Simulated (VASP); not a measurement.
A run of VASP 6.6.1:

The input INCAR:

```
ALGO = Normal ; EDIFF = 1E-7
ENCUT = 520 ; GGA = PS
ISIF = 2 ; ISMEAR = 0
LASPH = True ; LCHARG = False
LREAL = False ; LWAVE = False
NBANDS = 20 ; NELM = 60
PREC = Accurate ; SIGMA = 0.1
```

File KPOINTS:

```
k-points
0
Gamma
  12 12 8
```

Contents of POSCAR:

```
SnSe2
1.0
    3.5244363601      0.0000000000      0.0000000000
   -1.7622181801      3.0522514218      0.0000000000
    0.0000000000      0.0000000000      5.1387164278
Sn Se
1 2
Direct
    0.0000000000      0.0000000000      0.0000000000
    0.6666666667      0.3333333333      0.6886054083
    0.3333333333      0.6666666667      0.3113945917
```

Potentials or basis: VASP PAW PBE potentials, release 64 (Sn_d, Se).

Launch:

```bash
$ cat potpaw_PBE.64/Sn_d/POTCAR potpaw_PBE.64/Se/POTCAR > POTCAR
$ mpirun -np 1 vasp_std > vasp.out
```

Hardware: 1 thread of Intel(R) Xeon(R) Platinum 8488C (Sapphire Rapids), with other jobs on the host.

**Question.** Estimate the wall time of this run.

**Answer.** It took 110 s on 1 thread of Intel(R) Xeon(R) Platinum 8488C (Sapphire Rapids), with other jobs on the host, peak memory 0.28 GiB. Counts: scf iterations 14, k points 131.
